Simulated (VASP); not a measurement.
Wanted: the native input for a VASP 6.6.1 run.

```yaml
Task: single point
Functional: PBEsol
Potentials_or_basis: VASP PAW PBE potentials, release 64 (Te, Cd)
Cutoff: 520 eV
k_mesh: 7 × 7 × 7
Occupations: fermi-dirac, width 0.05 eV
Spin: no spin polarisation
Dipole_correction: no
Further_INCAR_settings: ALGO = Normal; EDIFF = 1e-06; NBANDS = 16
```

The structure of CdTe lies in POSCAR:

```
CdTe
1.0
    0.0000000000      2.9759484306      2.9759484306
    2.9759484306      0.0000000000      2.9759484306
    2.9759484306      2.9759484306      0.0000000000
Te Cd
1 1
Direct
    0.7500000000      0.7500000000      0.7500000000
    0.0000000000      0.0000000000      0.0000000000
```

One way to write it, as run:

INCAR

```
SYSTEM = CdTe
PREC = Accurate
ENCUT = 520
EDIFF = 1E-6
ISMEAR = -1
SIGMA = 0.05
LREAL = .FALSE.
LASPH = .TRUE.
NELM = 100
ALGO = Normal
ISIF = 2
LWAVE = .FALSE.
LCHARG = .TRUE.
GGA = PS
LELF = .TRUE.
LVHAR = .TRUE.
NBANDS = 16
```

KPOINTS

```
Automatic mesh
0
G
  7 7 7
  0 0 0
```

Potentials or basis: VASP PAW PBE potentials, release 64 (Te, Cd).

Launch:

```bash
$ cat potpaw_PBE.64/Te/POTCAR potpaw_PBE.64/Cd/POTCAR > POTCAR
$ mpirun -np 1 vasp_std > vasp.out
```

It gave:

```json
{
  "Pressure": "20.4 GPa",
  "Band gap on the k mesh": "1.44 eV, direct"
}
```

Caveat: the PAW data sets were made with another functional, which shifts forces and pressure a little; spin-orbit coupling is left out, which moves the levels of the heavy elements.

Wall time 38 s on 1 thread of AMD EPYC 7R13, with other jobs on the host, peak memory 0.15 GiB.
